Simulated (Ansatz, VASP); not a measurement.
# Two plane-wave programs on HgSe

```
Hg Se
1.0
     0.00000    3.06649    3.06649
     3.06649    0.00000    3.06649
     3.06649    3.06649    0.00000
Hg Se
1 1
Direct
  0.00000 0.00000 0.00000
  0.25000 0.25000 0.25000
```

Alike in both runs: task single point; functional PBEsol; k mesh 12 × 12 × 12; occupations gaussian, width 0.1 eV; non-collinear spin, spin-orbit coupling.

```csv
,VASP,Ansatz
version,VASP 6.6.1,Ansatz 0.2.0
potentials or method,"VASP PAW PBE potentials, release 64 (Hg, Se), cutoff 500 eV","plane waves, PAW"
valence electrons in the cell,18,36
```

Ansatz gave:

- pressure (GPa): -0.6

Problem. Estimate VASP's values.

Solution. Pressure (GPa): -0.1.

VASP's potentials were made for PBE, not for PBEsol. VASP's potentials hold 18 valence electrons a cell and Ansatz's 36, so a difference there can come from the potentials and not from the codes.
